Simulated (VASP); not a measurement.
A run of VASP 6.6.1 is set up as follows.

INCAR

```
SYSTEM = Ag
ALGO = Normal
EDIFF = 1E-6
ENCUT = 520
GGA = RP
ISIF = 2
ISMEAR = -1
LASPH = .True.
LCHARG = .True.
LELF = .True.
LREAL = .False.
LVHAR = .True.
LWAVE = .False.
NBANDS = 12
NELM = 80
PREC = Accurate
SIGMA = 0.1
```

Contents of KPOINTS:

```
k-points
0
Gamma
  13 13 13
  0 0 0
```

File POSCAR:

```
Ag
1.0
    2.8730685751      0.0000000000      0.0000000000
    0.0000000000      2.8730685751      0.0000000000
    0.0000000000      0.0000000000      2.8730685751
Ag
1
Direct
    0.0000000000      0.0000000000      0.0000000000
```

Potentials or basis: VASP PAW PBE potentials, release 64 (Ag).

Command:

```bash
$ cat potpaw_PBE.64/Ag/POTCAR > POTCAR
$ mpirun -np 1 vasp_std > vasp.out
```

Question: What does it give for the pressure?

Answer: -3.3 GPa.

Caveat: the PAW data sets were made with another functional, which shifts forces and pressure a little.
